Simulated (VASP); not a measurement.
Here is a VASP 6.6.1 calculation.

INCAR

```
PREC = Accurate
ENCUT = 520
EDIFF = 1E-7
ISMEAR = -1
SIGMA = 0.05
LREAL = F
LASPH = T
NELM = 150
ALGO = Normal
ISIF = 2
LWAVE = F
LCHARG = T
ISPIN = 2
MAGMOM = 2.05
LORBIT = 11
NUPDOWN = 2.05
LMAXMIX = 4
LDAU = T
LDAUTYPE = 2
LDAUL = 2
LDAUU = 6.2
LDAUJ = 0
LDAUPRINT = 1
GGA = PE
LELF = T
LVHAR = T
NBANDS = 15
```

Contents of KPOINTS:

```
regular mesh
0
Gamma
  12 12 12
```

The input POSCAR:

```
Ni
1.0
    0.0000000000      1.7698700000      1.7698700000
    1.7698700000      0.0000000000      1.7698700000
    1.7698700000      1.7698700000      0.0000000000
Ni
1
Direct
    0.0000000000      0.0000000000      0.0000000000
```

Potentials or basis: VASP PAW PBE potentials, release 64 (Ni).

Command:

```sh
$ cat potpaw_PBE.64/Ni/POTCAR > POTCAR
$ mpirun -np 1 vasp_std > vasp.out
```

**Question.** Predict the pressure.

**Answer.** 21.4 GPa.

Eigenvalues of the final occupation matrices:
```
    site  spin  trace               eigenvalues
site 1 d     1   4.92  0.98 0.98 0.99 0.99 0.99
site 1 d     2   3.24  0.45 0.45 0.45 0.94 0.94
```

Caveat: the total moment is fixed, so each spin has its own Fermi level; the U is typed as a test and isn't derived for this compound. The state reached can hang on the start; a lower one may exist.
